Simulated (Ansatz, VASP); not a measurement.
# CdSe: VASP beside Ansatz

Contents of INCAR:

```
ALGO     = Normal         # electronic algorithm
DIPOL    = 0.5 0.5 0.500
EDIFF    = 1E-6           # SCF threshold, eV
ENCUT    = 520            # plane-wave cutoff, eV
GGA      = PE             # functional
IDIPOL   = 3            
ISIF     = 2              # what is computed and relaxed
ISMEAR   = -1             # smearing method
LASPH    = T              # aspherical terms in the spheres
LCHARG   = T              # write CHGCAR
LDIPOL   = T            
LELF     = T              # ELF
LREAL    = F              # projectors in reciprocal space
LVACPOTAV= T            
LVHAR    = T            
LWAVE    = F              # write WAVECAR
NBANDS   = 46             # bands
NELM     = 100            # most SCF steps
PREC     = Accurate       # precision mode
SIGMA    = 0.05           # smearing width, eV
```

File KPOINTS:

```
k-points
0
Gamma
  7 7 1
```

The input POSCAR:

```
CdSe
1.0
    4.2984999142      0.0000000000      0.0000000000
   -2.1492499571      3.7226101239      0.0000000000
    0.0000000000      0.0000000000     26.3997000000
Se Cd
4 4
Direct
    0.6666666667      0.3333333334      0.2840941374
    0.3333333333      0.6666666666      0.4169592836
    0.6666666667      0.3333333334      0.5498244298
    0.3333333333      0.6666666666      0.6826895760
    0.3333333333      0.6666666666      0.3173104240
    0.6666666667      0.3333333334      0.4501755702
    0.3333333333      0.6666666666      0.5830407164
    0.6666666667      0.3333333334      0.7159058626
```

input.yaml

```yaml
crystal:
  lattice:
    - [4.2984999142, 0.0, 0.0]
    - [-2.1492499571, 3.7226101239, 0.0]
    - [0.0, 0.0, 26.3997]
  atoms:
    - { symbol: Se, position: [0.6666666667, 0.3333333334, 0.2840941374] }
    - { symbol: Cd, position: [0.3333333333, 0.6666666666, 0.317310424] }
    - { symbol: Se, position: [0.3333333333, 0.6666666666, 0.4169592836] }
    - { symbol: Cd, position: [0.6666666667, 0.3333333334, 0.4501755702] }
    - { symbol: Se, position: [0.6666666667, 0.3333333334, 0.5498244298] }
    - { symbol: Cd, position: [0.3333333333, 0.6666666666, 0.5830407164] }
    - { symbol: Se, position: [0.3333333333, 0.6666666666, 0.682689576] }
    - { symbol: Cd, position: [0.6666666667, 0.3333333334, 0.7159058626] }
hamiltonian:
  xc: pbe
  pseudopotentials: { kind: paw }
kpoints:
  mp_grid: { grid: [7, 7, 1] }
scf:
  occupations: { method: fermi_dirac, width: 0.05 }
output:
  forces: true
  eigenvalues: true
efield:
  axis: 3
  dipole_correction: true
  ramp_width: 0.04
```

Alike in both runs: task single point; functional PBE; k mesh 7 × 7 × 1; occupations fermi-dirac, width 0.05 eV; no spin polarisation.

|  | VASP | Ansatz |
| --- | --- | --- |
| version | VASP 6.6.1 | Ansatz 0.2.0 |
| potentials or method | VASP PAW PBE potentials, release 64 (Se, Cd) | Ansatz PAW |
| plane-wave cutoff (eV) | 520 | 420 |
| valence electrons in the cell | 72 | 144 |

|  | VASP | Ansatz | Ansatz less VASP |
| --- | --- | --- | --- |
| gap on the k mesh at the Fermi level (eV) | none | none | - |
| rms of the force components (eV/Å) | 0.303 | 0.303 | -0.0002 |
| work function, face that differs most (eV) | 2.92 | 2.92 | -0.005 |

A gap of «none» marks a metal or a gap that the smearing closes. With one functional, cell and mesh, what is left measures potentials, basis and numerics. VASP's potentials hold 72 valence electrons a cell and Ansatz's 144, so a difference there can come from the potentials and not from the codes.
